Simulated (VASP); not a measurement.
A run of VASP 6.6.1:

Contents of INCAR:

```
SYSTEM = HfN
ALGO = Normal ; EDIFF = 1E-6
ENCUT = 520 ; GGA = PE
ISIF = 2 ; ISMEAR = 0
ISPIN = 2 ; LASPH = .True.
LCHARG = .False. ; LMAXMIX = 4
LORBIT = 11 ; LREAL = .False.
LWAVE = .False. ; MAGMOM = 1.5 0.5
NBANDS = 18 ; NELM = 150
PREC = Accurate ; SIGMA = 0.05
```

File KPOINTS:

```
k-points
0
Gamma
  1 1 16
  0 0 0
```

Contents of POSCAR:

```
HfN
1.0
    9.0000000000      0.0000000000      0.0000000000
    0.0000000000      9.3000000000      0.0000000000
    0.0000000000      0.0000000000      4.0930118123
Hf N
1 1
Direct
    0.5000000000      0.5000000000      0.0000000000
    0.5000000000      0.5000000000      0.4650000000
```

Potentials or basis: VASP PAW PBE potentials, release 64 (Hf_pv, N).

Launch:

```sh
$ cat potpaw_PBE.64/Hf_pv/POTCAR potpaw_PBE.64/N/POTCAR > POTCAR
$ mpirun -np 1 vasp_std > vasp.out
```

Hardware: 1 thread of Intel(R) Xeon(R) 6975P-C (Granite Rapids), with other jobs on the host.

Task: How long does it take, and how much memory?

Result: Run time: 110 s on 1 thread of Intel(R) Xeon(R) 6975P-C (Granite Rapids), on a shared host, peak memory 0.53 GiB. Counts: scf iterations 24, k points 9.
